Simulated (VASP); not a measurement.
Set up this calculation in VASP 6.6.1, as the native input.

- Task: single point
- Functional: r2SCAN
- Potentials or basis: VASP PAW PBE potentials, release 64 (Pb_d, Se)
- Cutoff: 520 eV
- k mesh: 6 × 6 × 6
- Occupations: fermi-dirac, width 0.02 eV
- Spin: no spin polarisation
- Dipole correction: no
- Further INCAR settings: ALGO = Normal; EDIFF = 1e-06; NBANDS = 17

The system is PbSe (Clausthalite).

```
CELL_PARAMETERS angstrom
0.00000 3.08868 3.08868
3.08868 0.00000 3.08868
3.08868 3.08868 0.00000
ATOMIC_POSITIONS crystal
Pb 0.00000 0.00000 0.00000
Se 0.50000 0.50000 0.50000
```

The input as run:

POSCAR

```
PbSe
1.0
    0.0000000000      3.0886849872      3.0886849872
    3.0886849872      0.0000000000      3.0886849872
    3.0886849872      3.0886849872      0.0000000000
Pb Se
1 1
Direct
    0.0000000000      0.0000000000      0.0000000000
    0.5000000000      0.5000000000      0.5000000000
```

INCAR.step1

```
  PREC = Accurate
  ENCUT = 520
  ISMEAR = -1
  SIGMA = 0.02
  LREAL = F
  LASPH = T
  NELM = 100
  NBANDS = 17
  GGA = PE
  ALGO = Normal
  EDIFF = 1E-4
  LWAVE = T
  LCHARG = F
```

INCAR.step2

```
  PREC = Accurate
  ENCUT = 520
  EDIFF = 1E-6
  ISMEAR = -1
  SIGMA = 0.02
  LREAL = F
  LASPH = T
  NELM = 100
  ALGO = Normal
  ISIF = 2
  LWAVE = F
  LCHARG = T
  METAGGA = R2SCAN
  LMIXTAU = T
  LELF = T
  LVHAR = T
  NBANDS = 17
  ISTART = 1
```

KPOINTS

```
regular mesh
0
Gamma
  6 6 6
```

Potentials or basis: VASP PAW PBE potentials, release 64 (Pb_d, Se).

Command:

```console
$ cat potpaw_PBE.64/Pb_d/POTCAR potpaw_PBE.64/Se/POTCAR > POTCAR
$ cp INCAR.step1 INCAR
$ mpirun -np 1 vasp_std > vasp.out
$ cp INCAR.step2 INCAR
$ mpirun -np 1 vasp_std > vasp.out
```

Results of the run:

- Pressure: 0.0 GPa
- Band gap on the k mesh: 0.67 eV, direct

Caveat: the PAW data sets were made with another functional, which shifts forces and pressure a little; spin-orbit coupling is left out, which moves the levels of the heavy elements.

It took 39 s on 1 thread of Intel(R) Xeon(R) Platinum 8375C CPU @ 2.90GHz (Ice Lake), on a shared host, peak memory 0.19 GiB.
